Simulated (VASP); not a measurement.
# ZnSe (P4/nmm) in VASP: a series of runs

The runs below take ZnSe through single point, with LDA.

Everything below comes from runs of VASP 6.6.1. Logs are shortened: lines on timing, memory, paths and dates and some standing lists are left out, and cuts for length are marked.

## (1) The cell of the first run

The structure is tetragonal, space group P4/nmm (No. 129). Conventional cell: a = 3.923 Å, b = 3.923 Å, c = 5.887 Å, α = 90.00°, β = 90.00°, γ = 90.00°. Within 3.4 Å of Zn (site symmetry -4m2) lie 4 Se at 2.56 Å and 4 Zn at 2.77 Å. Within 3.4 Å of Se (site symmetry 4mm) lie 4 Zn at 2.56 Å.

## (2) Single point, LDA

INCAR

```
SYSTEM = ZnSe
PREC = Accurate
ENCUT = 520
EDIFF = 1E-7
ISMEAR = 0
SIGMA = 0.05
LREAL = .False.
LASPH = .True.
NELM = 60
ALGO = Normal
ISIF = 2
LWAVE = .False.
LCHARG = .True.
LELF = .True.
LVHAR = .True.
NBANDS = 26
```

KPOINTS

```
regular mesh
0
Gamma
  8 8 6
  0 0 0
```

POSCAR

```
ZnSe
1.0
    3.9227000000      0.0000000000      0.0000000000
    0.0000000000      3.9227000000      0.0000000000
    0.0000000000      0.0000000000      5.8869000000
Zn Se
2 2
Direct
    0.0000000000      0.0000000000      0.0000000000
    0.5000000000      0.5000000000      0.0000000000
    0.0000000000      0.5000000000      0.2797006019
    0.5000000000      0.0000000000      0.7202993981
```

Potentials or basis: VASP PAW LDA potentials, release 64 (Zn, Se).

The run is started by

```
cat potpaw_LDA.64/Zn/POTCAR potpaw_LDA.64/Se/POTCAR > POTCAR
mpirun -np 1 vasp_std > vasp.out
```

OUTCAR:

```text
SYSTEM = ZnSe
   PREC = Accurate
   ENCUT = 520
   EDIFF = 1E-7
   ISMEAR = 0
   LREAL = .False.
   LASPH = .True.
   NELM = 60
   ISIF = 2

 ion  position               nearest neighbor table
   1  0.000  0.000  0.000-   3 2.56   4 2.56   3 2.56   4 2.56   2 2.77   2 2.77   2 2.77   2 2.77

   2  0.500  0.500  0.000-   3 2.56   4 2.56   4 2.56   3 2.56   1 2.77   1 2.77   1 2.77   1 2.77

   3  0.000  0.500  0.280-   1 2.56   2 2.56   1 2.56   2 2.56
   4  0.500  0.000  0.720-   1 2.56   2 2.56   2 2.56   1 2.56

  LATTYP: Found a simple tetragonal cell.
 ALAT       =     3.9227000000
 C/A-ratio  =     1.5007265404

  Lattice vectors:

 A1 = (   3.9227000000,   0.0000000000,   0.0000000000)
 A2 = (   0.0000000000,   3.9227000000,   0.0000000000)
 A3 = (   0.0000000000,   0.0000000000,   5.8869000000)

Analysis of symmetry for initial positions (statically):
=====================================================================
 Subroutine PRICEL returns:
 Original cell was already a primitive cell.

 Routine SETGRP: Setting up the symmetry group for a
 simple tetragonal supercell.

 Subroutine GETGRP returns: Found 16 space group operations
 (whereof  8 operations were pure point group operations)
 out of a pool of 16 trial point group operations.

The static configuration has the point symmetry D_2d.
 The point group associated with its full space group is D_4h.

Analysis of symmetry for dynamics (positions and initial velocities):
=====================================================================
 Subroutine PRICEL returns:
 Original cell was already a primitive cell.

 Routine SETGRP: Setting up the symmetry group for a
 simple tetragonal supercell.

 Subroutine GETGRP returns: Found 16 space group operations
 (whereof  8 operations were pure point group operations)
 out of a pool of 16 trial point group operations.

The dynamic configuration has the point symmetry D_2d.
 The point group associated with its full space group is D_4h.

 Subroutine INISYM returns: Found 16 space group operations
 (whereof  8 operations are pure point group operations),
 and found     1 'primitive' translations

----------------------------------------------------------------------------------------

                                     Primitive cell

  volume of cell :      90.5851

  direct lattice vectors                    reciprocal lattice vectors
     3.922700000  0.000000000  0.000000000     0.254926454  0.000000000  0.000000000
     0.000000000  3.922700000  0.000000000     0.000000000  0.254926454  0.000000000
     0.000000000  0.000000000  5.886900000     0.000000000  0.000000000  0.169868692

  length of vectors
     3.922700000  3.922700000  5.886900000     0.254926454  0.254926454  0.169868692

  position of ions in fractional coordinates (direct lattice)
     0.000000000  0.000000000  0.000000000
     0.500000000  0.500000000  0.000000000
     0.000000000  0.500000000  0.279700602
     0.500000000  0.000000000  0.720299398

  ion indices of the primitive-cell ions
   primitive index   ion index
                 1           1
                 2           2
                 3           3
                 4           4

----------------------------------------------------------------------------------------

 KPOINTS: regular mesh

Automatic generation of k-mesh.
 Grid dimensions read from file:
 generate k-points for:    8    8    6

 Generating k-lattice:

  Cartesian coordinates                     Fractional coordinates (reciprocal lattice)
     0.031865807  0.000000000  0.000000000     0.125000000  0.000000000  0.000000000
     0.000000000  0.031865807  0.000000000     0.000000000  0.125000000  0.000000000
     0.000000000  0.000000000  0.028311449     0.000000000  0.000000000  0.166666667

  Length of vectors
     0.031865807  0.031865807  0.028311449

  Shift w.r.t. Gamma in fractional coordinates (k-lattice)
     0.000000000  0.000000000  0.000000000

 Subroutine IBZKPT returns following result:
 ===========================================

 Found     60 irreducible k-points:

 Following reciprocal coordinates:
            Coordinates               Weight
  0.000000  0.000000  0.000000      1.000000
  0.125000  0.000000  0.000000      4.000000
  0.250000  0.000000  0.000000      4.000000
  0.375000  0.000000  0.000000      4.000000
  0.500000  0.000000  0.000000      2.000000
  0.125000  0.125000  0.000000      4.000000
[... 16 lines left out ...]
  0.375000  0.125000  0.166667     16.000000
  0.500000  0.125000  0.166667      8.000000
 [... further k-points ...]
   k-points           NKPTS =     60   k-points in BZ     NKDIM =     60   number of bands    NBANDS=     26
   number of dos      NEDOS =    301   number of ions     NIONS =      4
   total plane-waves  NPLWV =  43200
   dimension x,y,z NGX =    30 NGY =   30 NGZ =   48
   dimension x,y,z NGXF=    60 NGYF=   60 NGZF=   96
   ions per type =               2   2
   NGX,Y,Z   is equivalent  to a cutoff of  12.71, 12.71, 13.56 a.u.
   NGXF,Y,Z  is equivalent  to a cutoff of  25.43, 25.43, 27.11 a.u.
 SYSTEM =  ZnSe
   PREC   = accura    normal or accurate (medium, high low for compatibility)
   ISTART =      0    job   : 0-new  1-cont  2-samecut
   ICHARG =      2    charge: 1-file 2-atom 10-const
   ISPIN  =      1    spin polarized calculation?
   LNONCOLLINEAR =      F non collinear calculations
   LSORBIT =      F    spin-orbit coupling
   LASPH  =      T    aspherical Exc in radial PAW
   ENCUT  =  520.0 eV  38.22 Ry    6.18 a.u.   7.29  7.29 10.95*2*pi/ulx,y,z
   NELM   =     60;   NELMIN=  2; NELMDL= -5     # of ELM steps
   EDIFF  = 0.1E-06   stopping-criterion for ELM
   LREAL  =      F    real-space projection
   EDIFFG = 0.1E-05   stopping-criterion for IOM
   NSW    =      0    number of steps for IOM
   IBRION =     -1    ionic relax: 0-MD 1-quasi-New 2-CG
   NFREE  =      0    steps in history (QN), initial steepest desc. (CG)
   ISIF   =      2    stress and relaxation
   ISYM   =      2    0-nonsym 1-usesym 2-fastsym
   POTIM  = 0.5000    time-step for ionic-motion
   TEBEG  =    0.0;   TEEND  =   0.0 temperature during run
   PSTRESS=    0.0 pullay stress
   NELECT =      36.0000    total number of electrons
   NUPDOWN=      -1.0000    fix difference up-down
   EMIN   =  10.00;   EMAX   =-10.00  energy-range for DOS
   EFERMI =   0.00;   METHOD = LEGACY
   ISMEAR =     0;   SIGMA  =   0.05  broadening in eV -4-tet -1-fermi 0-gaus
   EFERMI_NEDOS =   21; number of points for ismear=-14 and -15
   IALGO  =     38    algorithm
   IMIX   =      4    mixing-type and parameters
     AMIX     =   0.40;   BMIX     =  1.00
     AMIX_MAG =   1.60;   BMIX_MAG =  1.00
  volume/ion in A,a.u.               =      22.65       152.82
  Fermi-wavevector in a.u.,A,eV,Ry     =   1.203622  2.274515 19.710834  1.448705
  Thomas-Fermi vector in A             =   2.339370
   LORBIT       =      0    0 simple, 1 ext, 2 COOP (PROOUT), +10 PAW based schemes
   GGA     = CA    functional components
   LHFCALC =     F    Hartree Fock is set to
   AEXX    =    0.0000 exact exchange contribution
   IVDW    =     0    specifies the selected vdW correction
   LEPSILON=     F    determine dielectric tensor
   LRPA    =     F    only Hartree local field effects (RPA)
 non-spin polarized calculation
 Gauss-broadening in eV      SIGMA  =   0.05
  energy-cutoff  :      520.00
  volume of cell :       90.59
 maximum number of plane-waves:      2470
 NGX is ok and might be reduce to    30
   NGX = 15   NGY = 15   NGZ = 21

 number of electron      35.9999990 magnetization

 Free energy of the ion-electron system (eV)
  ---------------------------------------------------
  ext. energy  EPLUGINS =         0.00000000
  ---------------------------------------------------
  free energy    TOTEN  =       -13.80200948 eV

  energy without entropy =      -13.80200948  energy(sigma->0) =      -13.80200948

 E-fermi :   1.9862     XC(G=0):  -9.7524

 val. band max:        1.7247935703   @ k =   0.0000   0.0000   0.0000
 cond. band min:       2.9594765579   @ k =   0.0000   0.0000   0.0000
 fundamental gap:      1.2346829876
 Fermi energy:         1.9862340156

 k-point     1 :       0.0000    0.0000    0.0000
  band No.  band energies     occupation
      1     -11.7083      2.00000
      2     -10.6248      2.00000
      3      -5.7119      2.00000
      4      -5.6721      2.00000
      5      -5.5336      2.00000
      6      -5.4459      2.00000
[... 18 lines left out ...]
     25      11.2147      0.00000
     26      11.6373      0.00000

 k-point     2 :       0.1250    0.0000    0.0000
  band No.  band energies     occupation
      1     -11.6328      2.00000
      2     -10.6184      2.00000
      3      -5.6548      2.00000
      4      -5.6475      2.00000
      5      -5.5065      2.00000
      6      -5.4387      2.00000
[... 18 lines left out ...]
     25      11.1425      0.00000
     26      11.4412      0.00000

 k-point     3 :       0.2500    0.0000    0.0000
  band No.  band energies     occupation
      1     -11.4249      2.00000
      2     -10.6219      2.00000
      3      -5.5736      2.00000
      4      -5.5053      2.00000
      5      -5.4330      2.00000
      6      -5.4049      2.00000
[... 18 lines left out ...]
     25       9.9887      0.00000
     26      10.2421      0.00000

 k-point     4 :       0.3750    0.0000    0.0000
  band No.  band energies     occupation
      1     -11.1415      2.00000
      2     -10.6907      2.00000
      3      -5.4528      2.00000
      4      -5.3539      2.00000
      5      -5.3334      2.00000
      6      -5.2848      2.00000
[... 18 lines left out ...]
     25       9.3602      0.00000
     26       9.7767      0.00000
[... 496 lines left out ...]
      1     -11.3152      2.00000
      2     -10.6553      2.00000
      3      -5.6339      2.00000
      4      -5.4638      2.00000
      5      -5.4012      2.00000
      6      -5.3695      2.00000
[... 18 lines left out ...]
     25       8.6380      0.00000
     26      10.6277      0.00000

 k-point    23 :       0.3750    0.1250    0.1667
  band No.  band energies     occupation
      1     -11.0566      2.00000
      2     -10.6858      2.00000
      3      -5.5401      2.00000
      4      -5.3612      2.00000
      5      -5.3164      2.00000
      6      -5.2219      2.00000
[... 18 lines left out ...]
     25      10.3146      0.00000
     26      10.6954      0.00000

 k-point    24 :       0.5000    0.1250    0.1667
  band No.  band energies     occupation
      1     -10.8220      2.00000
      2     -10.8220      2.00000
      3      -5.3858      2.00000
      4      -5.3858      2.00000
      5      -5.2438      2.00000
      6      -5.2438      2.00000
[... 18 lines left out ...]
     25      10.2452      0.00000
     26      10.2452      0.00000

 [... further k-points ...]

------------------------ aborting loop because EDIFF is reached ----------------------------------------

  FORCE on cell =-STRESS in cart. coord.  units (eV):
  Direction    XX          YY          ZZ          XY          YZ          ZX
  --------------------------------------------------------------------------------------
  -------------------------------------------------------------------------------------
  Total       -1.5231012     -1.5231012     -4.8272136      0.0000000      0.0000000      0.0000000
  in kB      -26.9390637    -26.9390637    -85.3788390      0.0000000      0.0000000      0.0000000
  external PRESSURE =     -46.4189888 kB  Pullay stress =       0.0000000 kB

 VOLUME and BASIS-vectors are now :
 -----------------------------------------------------------------------------
  energy-cutoff  :      520.00
  volume of cell :       90.59
      direct lattice vectors                 reciprocal lattice vectors
     3.922700000  0.000000000  0.000000000     0.254926454  0.000000000  0.000000000
     0.000000000  3.922700000  0.000000000     0.000000000  0.254926454  0.000000000
     0.000000000  0.000000000  5.886900000     0.000000000  0.000000000  0.169868692

 POSITION                                       TOTAL-FORCE (eV/Angst)
 -----------------------------------------------------------------------------------
      0.00000      0.00000      0.00000        -0.000000     -0.000000      0.000000
      1.96135      1.96135      0.00000         0.000000      0.000000      0.000000
      0.00000      1.96135      1.64657        -0.000000     -0.000000     -1.299823
      1.96135      0.00000      4.24033        -0.000000      0.000000      1.299823
 -----------------------------------------------------------------------------------
    total drift:                                0.000000      0.000000      0.000000

  FREE ENERGIE OF THE ION-ELECTRON SYSTEM (eV)
  ---------------------------------------------------
  free  energy   TOTEN  =       -13.8020094775 eV

  energy  without entropy=      -13.8020094775  energy(sigma->0) =      -13.80200948
```

Run time: 55 s. Hardware: 1 thread of Intel Xeon 6975P-C (Granite Rapids), shared host; peak memory 0.24 GiB.

Results:

```yaml
Free_energy: -13.8020 eV
Pressure: -4.6 GPa
Largest_force: 1.300 eV/Å
Band_gap_on_the_k_mesh: 1.23 eV, direct
```

Forces in eV/Å, atoms in the order of the input:
```
Zn   0.000  0.000  0.000
Zn   0.000  0.000  0.000
Se   0.000  0.000 -1.300
Se   0.000  0.000  1.300
```

Caveat: forces of over 1 eV/Å act on the atoms, so gaps and moduli don't describe the material at rest.

(Continued in part 2 of 2.)
